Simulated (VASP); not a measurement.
# Sn (P6/mmm) in VASP: a series of runs

The runs below take Sn through single point, relaxation of cell and atoms, with r2SCAN.

Everything below comes from runs of VASP 6.6.1. Logs are shortened: lines on timing, memory, paths and dates and some standing lists are left out, and cuts for length are marked.

### Step 1. The cell of the first run

Symmetry: P6/mmm, No. 191, hexagonal system. Conventional cell: a = 3.206 Å, b = 3.206 Å, c = 3.134 Å, α = 90.00°, β = 90.00°, γ = 120.00°. Sn (site symmetry 6/mmm) has 8 Sn at 3.13 to 3.21 Å within 4.1 Å.

### Step 2. Single point, r2SCAN

File POSCAR:

```
Sn
1.0
    3.2060643793      0.0000000000      0.0000000000
   -1.6030321896      2.7765331987      0.0000000000
    0.0000000000      0.0000000000      3.1338616367
Sn
1
Direct
    0.0000000000      0.0000000000      0.0000000000
```

File INCAR.step1:

```
SYSTEM = Sn
PREC = Accurate
ENCUT = 520
ISMEAR = 0
SIGMA = 0.1
LREAL = .False.
LASPH = .True.
NELM = 100
NBANDS = 13
GGA = PE
ALGO = Normal
EDIFF = 1E-4
LWAVE = .True.
LCHARG = .False.
```

File INCAR.step2:

```
SYSTEM = Sn
PREC = Accurate
ENCUT = 520
EDIFF = 1E-6
ISMEAR = 0
SIGMA = 0.1
LREAL = .False.
LASPH = .True.
NELM = 100
ALGO = Normal
ISIF = 2
LWAVE = .False.
LCHARG = .True.
METAGGA = R2SCAN
LMIXTAU = .True.
LELF = .True.
LVHAR = .True.
NBANDS = 13
ISTART = 1
```

File KPOINTS:

```
Automatic mesh
0
Gamma
  6 6 6
  0 0 0
```

Potentials or basis: VASP PAW PBE potentials, release 64 (Sn_d).

Launch:

```console
cat potpaw_PBE.64/Sn_d/POTCAR > POTCAR
cp INCAR.step1 INCAR
mpirun -np 1 vasp_std > vasp.out
cp INCAR.step2 INCAR
mpirun -np 1 vasp_std > vasp.out
```

OUTCAR:

```text
SYSTEM = Sn
   PREC = Accurate
   ENCUT = 520
   EDIFF = 1E-6
   ISMEAR = 0
   LREAL = .False.
   LASPH = .True.
   NELM = 100
   ISIF = 2
   METAGGA = R2SCAN
   ISTART = 1

 ion  position               nearest neighbor table
   1  0.000  0.000  0.000-

  LATTYP: Found a hexagonal cell.
 ALAT       =     3.2060643793
 C/A-ratio  =     0.9774793223

  Lattice vectors:

 A1 = (   3.2060643793,   0.0000000000,   0.0000000000)
 A2 = (  -1.6030321896,   2.7765331987,   0.0000000000)
 A3 = (   0.0000000000,   0.0000000000,   3.1338616367)

Analysis of symmetry for initial positions (statically):
=====================================================================
 Subroutine PRICEL returns:
 Original cell was already a primitive cell.

 Routine SETGRP: Setting up the symmetry group for a
 hexagonal supercell.

 Subroutine GETGRP returns: Found 24 space group operations
 (whereof 24 operations were pure point group operations)
 out of a pool of 24 trial point group operations.

The static configuration has the point symmetry D_6h.

Analysis of symmetry for dynamics (positions and initial velocities):
=====================================================================
 Subroutine PRICEL returns:
 Original cell was already a primitive cell.

 Routine SETGRP: Setting up the symmetry group for a
 hexagonal supercell.

 Subroutine GETGRP returns: Found 24 space group operations
 (whereof 24 operations were pure point group operations)
 out of a pool of 24 trial point group operations.

The dynamic configuration has the point symmetry D_6h.

 Subroutine INISYM returns: Found 24 space group operations
 (whereof 24 operations are pure point group operations),
 and found     1 'primitive' translations

----------------------------------------------------------------------------------------

                                     Primitive cell

  volume of cell :      27.8968

  direct lattice vectors                    reciprocal lattice vectors
     3.206064379  0.000000000  0.000000000     0.311908896  0.180080685  0.000000000
    -1.603032190  2.776533199  0.000000000     0.000000000  0.360161370  0.000000000
     0.000000000  0.000000000  3.133861637     0.000000000  0.000000000  0.319095134

  length of vectors
     3.206064379  3.206064379  3.133861637     0.360161370  0.360161370  0.319095134

  position of ions in fractional coordinates (direct lattice)
     0.000000000  0.000000000  0.000000000

  ion indices of the primitive-cell ions
   primitive index   ion index
                 1           1

----------------------------------------------------------------------------------------

 KPOINTS: Automatic mesh

Automatic generation of k-mesh.
 Grid dimensions read from file:
 generate k-points for:    6    6    6

 Generating k-lattice:

  Cartesian coordinates                     Fractional coordinates (reciprocal lattice)
     0.051984816  0.030013447  0.000000000     0.166666667  0.000000000  0.000000000
     0.000000000  0.060026895  0.000000000     0.000000000  0.166666667  0.000000000
     0.000000000  0.000000000  0.053182522     0.000000000  0.000000000  0.166666667

  Length of vectors
     0.060026895  0.060026895  0.053182522

  Shift w.r.t. Gamma in fractional coordinates (k-lattice)
     0.000000000  0.000000000  0.000000000

 Subroutine IBZKPT returns following result:
 ===========================================

 Found     28 irreducible k-points:

 Following reciprocal coordinates:
            Coordinates               Weight
  0.000000  0.000000  0.000000      1.000000
  0.166667  0.000000  0.000000      6.000000
  0.333333 -0.000000  0.000000      6.000000
  0.500000  0.000000  0.000000      3.000000
  0.166667  0.166667  0.000000      6.000000
  0.333333  0.166667  0.000000     12.000000
[... 16 lines left out ...]
  0.166667  0.000000  0.500000      6.000000
  0.333333 -0.000000  0.500000      6.000000
 [... further k-points ...]
   k-points           NKPTS =     28   k-points in BZ     NKDIM =     28   number of bands    NBANDS=     13
   number of dos      NEDOS =    301   number of ions     NIONS =      1
   total plane-waves  NPLWV =  13824
   dimension x,y,z NGX =    24 NGY =   24 NGZ =   24
   dimension x,y,z NGXF=    48 NGYF=   48 NGZF=   48
   ions per type =               1
   NGX,Y,Z   is equivalent  to a cutoff of  12.44, 12.44, 12.73 a.u.
   NGXF,Y,Z  is equivalent  to a cutoff of  24.89, 24.89, 25.46 a.u.
 SYSTEM =  Sn
   PREC   = accura    normal or accurate (medium, high low for compatibility)
   ISTART =      1    job   : 0-new  1-cont  2-samecut
   ICHARG =      0    charge: 1-file 2-atom 10-const
   ISPIN  =      1    spin polarized calculation?
   LNONCOLLINEAR =      F non collinear calculations
   LSORBIT =      F    spin-orbit coupling
   LASPH  =      T    aspherical Exc in radial PAW
   ENCUT  =  520.0 eV  38.22 Ry    6.18 a.u.   5.96  5.96  5.83*2*pi/ulx,y,z
[... 61 lines left out ...]
      3     -14.5585      2.00000
      4     -14.3550      2.00000
      5     -14.3550      2.00000
      6      -3.9055      2.00000
      7      12.3268      0.00000
      8      15.4911      0.00000
      9      15.4911      0.00000
     10      16.0191      0.00000
     11      19.4715      0.00000
     12      20.4628      0.00000
     13      20.4628      0.00000

 k-point     2 :       0.1667    0.0000    0.0000
  band No.  band energies     occupation
      1     -14.6976      2.00000
      2     -14.5655      2.00000
      3     -14.5000      2.00000
      4     -14.3807      2.00000
      5     -14.3611      2.00000
      6      -3.3119      2.00000
      7      11.3382      0.00000
      8      12.9614      0.00000
      9      13.9433      0.00000
     10      16.4317      0.00000
     11      17.4604      0.00000
     12      22.8739      0.00000
     13      23.4234      0.00000

 k-point     3 :       0.3333   -0.0000    0.0000
  band No.  band energies     occupation
      1     -14.6837      2.00000
      2     -14.5396      2.00000
      3     -14.4317      2.00000
      4     -14.3808      2.00000
      5     -14.3733      2.00000
      6      -1.5362      2.00000
      7       6.1877      2.00000
      8      12.1333      0.00000
      9      14.6827      0.00000
     10      15.6604      0.00000
     11      18.2299      0.00000
     12      23.6656      0.00000
     13      24.1543      0.00000

 k-point     4 :       0.5000    0.0000    0.0000
  band No.  band energies     occupation
      1     -14.6950      2.00000
      2     -14.5100      2.00000
      3     -14.4570      2.00000
      4     -14.3794      2.00000
      5     -14.3202      2.00000
      6       0.6324      2.00000
      7       2.8313      2.00000
      8      11.4574      0.00000
      9      15.2678      0.00000
     10      16.1668      0.00000
     11      19.8616      0.00000
     12      21.2311      0.00000
     13      21.4524      0.00000

 k-point     5 :       0.1667    0.1667    0.0000
  band No.  band energies     occupation
      1     -14.6548      2.00000
      2     -14.5699      2.00000
      3     -14.4198      2.00000
      4     -14.4142      2.00000
      5     -14.3751      2.00000
      6      -2.1241      2.00000
      7       8.3807      0.02256
      8      10.2042      0.00000
      9      14.1562      0.00000
     10      17.5753      0.00000
     11      19.6039      0.00000
     12      21.6937      0.00000
     13      25.8406      0.00000
[... 257 lines left out ...]
 k-point    22 :       0.0000    0.0000    0.5000
  band No.  band energies     occupation
      1     -14.5467      2.00000
      2     -14.5467      2.00000
      3     -14.4547      2.00000
      4     -14.4416      2.00000
      5     -14.4416      2.00000
      6      -1.0394      2.00000
      7       2.6132      2.00000
      8      18.1995      0.00000
      9      18.1995      0.00000
     10      21.3953      0.00000
     11      21.4781      0.00000
     12      23.1809      0.00000
     13      23.1810      0.00000

 k-point    23 :       0.1667    0.0000    0.5000
  band No.  band energies     occupation
      1     -14.5624      2.00000
      2     -14.4894      2.00000
      3     -14.4771      2.00000
      4     -14.4496      2.00000
      5     -14.4078      2.00000
      6      -0.4577      2.00000
      7       3.1890      2.00000
      8      14.1801      0.00000
      9      16.5105      0.00000
     10      17.7765      0.00000
     11      19.8543      0.00000
     12      21.2918      0.00000
     13      21.7846      0.00000

 k-point    24 :       0.3333   -0.0000    0.5000
  band No.  band energies     occupation
      1     -14.6045      2.00000
      2     -14.5466      2.00000
      3     -14.4654      2.00000
      4     -14.3730      2.00000
      5     -14.3054      2.00000
      6       1.3264      2.00000
      7       4.7453      2.00000
      8       8.8508      0.00000
      9      13.3427      0.00000
     10      14.5505      0.00000
     11      18.9100      0.00000
     12      19.4974      0.00000
     13      20.4294      0.00000

 [... further k-points ...]

------------------------ aborting loop because EDIFF is reached ----------------------------------------

  FORCE on cell =-STRESS in cart. coord.  units (eV):
  Direction    XX          YY          ZZ          XY          YZ          ZX
  --------------------------------------------------------------------------------------
  -------------------------------------------------------------------------------------
  Total       -0.0153726     -0.0153726      0.0276802     -0.0000000      0.0000000      0.0000000
  in kB       -0.8828805     -0.8828805      1.5897360     -0.0000000      0.0000000      0.0000000
  external PRESSURE =      -0.0586750 kB  Pullay stress =       0.0000000 kB

 VOLUME and BASIS-vectors are now :
 -----------------------------------------------------------------------------
  energy-cutoff  :      520.00
  volume of cell :       27.90
      direct lattice vectors                 reciprocal lattice vectors
     3.206064379  0.000000000  0.000000000     0.311908896  0.180080685  0.000000000
    -1.603032190  2.776533199  0.000000000     0.000000000  0.360161370  0.000000000
     0.000000000  0.000000000  3.133861637     0.000000000  0.000000000  0.319095134

 POSITION                                       TOTAL-FORCE (eV/Angst)
 -----------------------------------------------------------------------------------
      0.00000      0.00000      0.00000         0.000000      0.000000      0.000000
 -----------------------------------------------------------------------------------
    total drift:                                0.000000      0.000000      0.000000

  FREE ENERGIE OF THE ION-ELECTRON SYSTEM (eV)
  ---------------------------------------------------
  free  energy   TOTEN  =       -24.6441512045 eV

  energy  without entropy=      -24.6413638698  energy(sigma->0) =      -24.64275754
```

Wall time 11 s (1 thread of Intel Xeon 6975P-C (Granite Rapids), shared host); peak memory 0.14 GiB.

Results:

```
Free energy            : -24.6442 eV
Pressure               : 0.0 GPa
Band gap on the k mesh : zero (band 7 reaches 12.33 eV, above the bottom of band 8 at 4.81 eV)
```

Levels at points of the mesh, in eV from the Fermi level:
```
           k point  band 3  band 4  band 5  band 6  band 7  band 8  band 9  band 10  band 11  band 12
(0.00, 0.00, 0.00)  -22.78  -22.57  -22.57  -12.12    4.11    7.27    7.27     7.80    11.25    12.24
(0.50, 0.00, 0.00)  -22.68  -22.60  -22.54   -7.59   -5.39    3.24    7.05     7.95    11.64    13.01
(0.00, 0.00, 0.50)  -22.67  -22.66  -22.66   -9.26   -5.61    9.98    9.98    13.18    13.26    14.96
(0.50, 0.00, 0.50)  -22.69  -22.53  -22.47   -4.32   -3.20   -2.15    2.81     5.60    10.38    10.67
```

Caveat: the k points lie up to 0.38 Å⁻¹ apart; the PAW data sets were made with another functional, which shifts forces and pressure a little; spin-orbit coupling is left out, which moves the levels of the heavy elements.

### Step 3. Relaxation of cell and atoms, r2SCAN

This run uses another cell than the first one, of 36.03 Å³/atom, 1.292 times its volume.

File POSCAR:

```
Sn
1.0
    3.5443363559      0.0000000000      0.0000000000
   -1.7721681779      3.0694853237      0.0000000000
    0.0000000000      0.0000000000      3.3117392825
Sn
1
Direct
    0.0000000000      0.0000000000      0.0000000000
```

File INCAR.step1:

```
SYSTEM = Sn
PREC = Accurate ; ENCUT = 600
ISMEAR = 0 ; SIGMA = 0.1
LREAL = .False. ; LASPH = .True.
NELM = 100 ; GGA = PE
ALGO = Normal ; EDIFF = 1E-4
LWAVE = .True. ; LCHARG = .False.
```

File INCAR.step2:

```
SYSTEM = Sn
PREC = Accurate ; ENCUT = 600
EDIFF = 1E-7 ; ISMEAR = 0
SIGMA = 0.1 ; LREAL = .False.
LASPH = .True. ; NELM = 100
ALGO = Normal ; ISIF = 3
LWAVE = .False. ; LCHARG = .False.
METAGGA = R2SCAN ; LMIXTAU = .True.
IBRION = 2 ; NSW = 90
EDIFFG = -0.04 ; ISTART = 1
```

KPOINTS is that of step 2.

Potentials or basis: VASP PAW PBE potentials, release 64 (Sn_d).

Launch:

```console
cat potpaw_PBE.64/Sn_d/POTCAR > POTCAR
cp INCAR.step1 INCAR
mpirun -np 1 vasp_std > vasp.out
cp INCAR.step2 INCAR
mpirun -np 1 vasp_std > vasp.out
```

Run time: 2.1 min. Hardware: 1 thread of Intel Xeon 6975P-C (Granite Rapids), shared host; peak memory 0.17 GiB.

The run converged. Its results:

```yaml
Free_energy: -24.6460 eV
Relaxed_volume: 27.89 Å³/atom
Relaxed_cell: a = 3.203 Å, b = 3.203 Å, c = 3.139 Å, α = 90.00°, β = 90.00°, γ = 120.00°
Space_group_after_relaxing_to_0.05_Å: P6/mmm (No. 191)
Energy_gained_by_relaxing: 272.8 meV/atom
Ionic_steps: 7
Pressure_after_relaxing: 0.1 GPa
Band_gap_on_the_k_mesh: zero (band 7 reaches 12.28 eV, above the bottom of band 8 at 4.82 eV)
```

Stress tensor (GPa, compression positive):
```
0.18 0.00 0.00
0.00 0.18 0.00
0.00 0.00 0.02
```

The path:
```csv
step,energy change (eV),largest force (eV/Å),pressure (GPa),volume (Å³)
1,0.0000,0.0000,-7.79,36.03
2,-0.2711,0.0000,0.81,27.61
3,-0.2726,0.0000,-0.11,28.05
4,-0.2724,0.0000,-0.41,28.20
5,-0.2727,0.0000,-0.31,28.11
6,-0.2727,0.0000,-0.34,28.13
7,-0.2728,0.0000,0.13,27.89
```

Final structure:
```yaml
crystal:
  lattice:
    - [3.20342, 0.00000, 0.00000]
    - [-1.60171, 2.77424, 0.00000]
    - [0.00000, 0.00000, 3.13883]
  atoms:
    - { symbol: Sn, position: [0.00000, 0.00000, 0.00000] }
```

Levels at points of the mesh, in eV from the Fermi level:
| k point | band 3 | band 4 | band 5 | band 6 | band 7 | band 8 | band 9 | band 10 | band 11 |
| --- | --- | --- | --- | --- | --- | --- | --- | --- | --- |
| (0.00, 0.00, 0.00) | -22.78 | -22.58 | -22.58 | -12.13 | 4.06 | 7.31 | 7.31 | 7.76 | 11.27 |
| (0.50, 0.00, 0.00) | -22.68 | -22.60 | -22.54 | -7.57 | -5.39 | 3.26 | 7.07 | 7.91 | 11.61 |
| (0.00, 0.00, 0.50) | -22.68 | -22.66 | -22.66 | -9.28 | -5.61 | 10.00 | 10.00 | 13.17 | 13.29 |
| (0.50, 0.00, 0.50) | -22.69 | -22.53 | -22.48 | -4.33 | -3.22 | -2.14 | 2.81 | 5.60 | 10.38 |

Caveat: the volume moved by over 15 % at a fixed basis, so the end points are rough; the PAW data sets were made with another functional, which shifts forces and pressure a little; spin-orbit coupling is left out, which moves the levels of the heavy elements.

### Step 4. Single point, r2SCAN

This run uses another cell than the first one, of 36.03 Å³/atom, 1.292 times its volume.

POSCAR is that of step 3.

File INCAR.step1:

```
ALGO = Normal
EDIFF = 1E-4
ENCUT = 520
GGA = PE
ISMEAR = 0
LASPH = True
LCHARG = False
LREAL = False
LWAVE = True
NBANDS = 13
NELM = 100
PREC = Accurate
SIGMA = 0.1
```

File INCAR.step2:

```
ALGO = Normal
EDIFF = 1E-6
ENCUT = 520
ISIF = 2
ISMEAR = 0
ISTART = 1
LASPH = True
LCHARG = False
LMIXTAU = True
LREAL = False
LWAVE = False
METAGGA = R2SCAN
NBANDS = 13
NELM = 100
PREC = Accurate
SIGMA = 0.1
```

File KPOINTS:

```
k-points
0
Gamma
  6 6 6
```

Launch:

```console
cat potpaw_PBE.64/Sn_d/POTCAR > POTCAR
cp INCAR.step1 INCAR
mpirun -np 1 vasp_std > vasp.out
cp INCAR.step2 INCAR
mpirun -np 1 vasp_std > vasp.out
```

Run time: 22 s. Hardware: 1 thread of Intel Xeon 6975P-C (Granite Rapids), shared host; peak memory 0.16 GiB.

The run converged. Its results:

```yaml
Free_energy: -24.3720 eV
Pressure: -7.8 GPa
Band_gap_on_the_k_mesh: zero (band 7 reaches 9.57 eV, above the bottom of band 8 at 2.89 eV)
```

Stress tensor (GPa, compression positive):
```
-9.40  0.00  0.00
 0.00 -9.40  0.00
 0.00  0.00 -4.69
```

Levels at points of the mesh, in eV from the Fermi level:
| k point | band 3 | band 4 | band 5 | band 6 | band 7 | band 8 | band 9 | band 10 | band 11 | band 12 |
| --- | --- | --- | --- | --- | --- | --- | --- | --- | --- | --- |
| (0.00, 0.00, 0.00) | -22.28 | -22.18 | -22.18 | -10.03 | 4.49 | 5.37 | 5.37 | 7.96 | 10.07 | 10.82 |
| (0.50, 0.00, 0.00) | -22.22 | -22.19 | -22.18 | -7.07 | -3.69 | 2.67 | 6.36 | 6.94 | 11.86 | 11.88 |
| (0.00, 0.00, 0.50) | -22.24 | -22.24 | -22.19 | -7.71 | -3.87 | 7.33 | 7.33 | 11.80 | 13.02 | 13.16 |
| (0.50, 0.00, 0.50) | -22.25 | -22.18 | -22.12 | -4.53 | -1.80 | -1.48 | 3.59 | 4.57 | 9.05 | 10.28 |

Caveat: the PAW data sets were made with another functional, which shifts forces and pressure a little; spin-orbit coupling is left out, which moves the levels of the heavy elements.

### Step 5. Summary

```tsv
task	cell	cutoff (eV)	gap on the mesh (eV)	pressure (GPa)
single point	a = 3.206, b = 3.206, c = 3.134 Å, angles 90.0, 90.0, 120.0°, 1 atom	520	none	0.0
relaxation of cell and atoms	relaxed from a = 3.544, b = 3.544, c = 3.312 Å, angles 90.0, 90.0, 120.0°, 1 atom	600	none	0.1
single point	a = 3.544, b = 3.544, c = 3.312 Å, angles 90.0, 90.0, 120.0°, 1 atom	520	none	-7.8
```

Alike in all rows: level r2SCAN; potentials or basis VASP PAW PBE potentials, release 64 (Sn_d); no spin polarisation; k mesh 6 × 6 × 6; smearing gaussian 0.1 eV.

Caveats: some runs use coarse meshes; the PAW data sets were made with another functional, which shifts forces and pressure a little; spin-orbit coupling is left out, which moves the levels of the heavy elements; the volume moved by over 15 % at a fixed basis, so the end points are rough (some runs).

Total energies depend on the potentials used, so only differences within one code and one set of settings carry meaning.
